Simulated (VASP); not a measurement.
The system is NaF.

```
CELL_PARAMETERS angstrom
0.00000 2.32330 2.32330
2.32330 0.00000 2.32330
2.32330 2.32330 0.00000
ATOMIC_POSITIONS crystal
Na 0.00000 0.00000 0.00000
F 0.50000 0.50000 0.50000
```

Base run:

| Property | Result |
| --- | --- |
| Program | VASP 6.6.1 |
| Functional | PBE |
| Dispersion | D4 |
| Potentials or basis | VASP PAW PBE potentials, release 64 (Na_pv, F) |
| Cutoff | 520 eV |
| k mesh | 8 × 8 × 8 |
| Occupations | gaussian, width 0.05 eV |
| Spin | no spin polarisation |

Its results: band gap on the k mesh 6.26 eV, direct; pressure 0.9 GPa.

Q: The run is repeated on the same cell with these changes: functional from PBE to RPBE. What comes out?

A: Band gap on the k mesh 6.58 eV, direct; pressure 3.6 GPa.

RPBE binds less tightly than PBE, so the same cell stands under more pressure.

Caveats: the PAW data sets were made with another functional, which shifts forces and pressure a little (some runs).

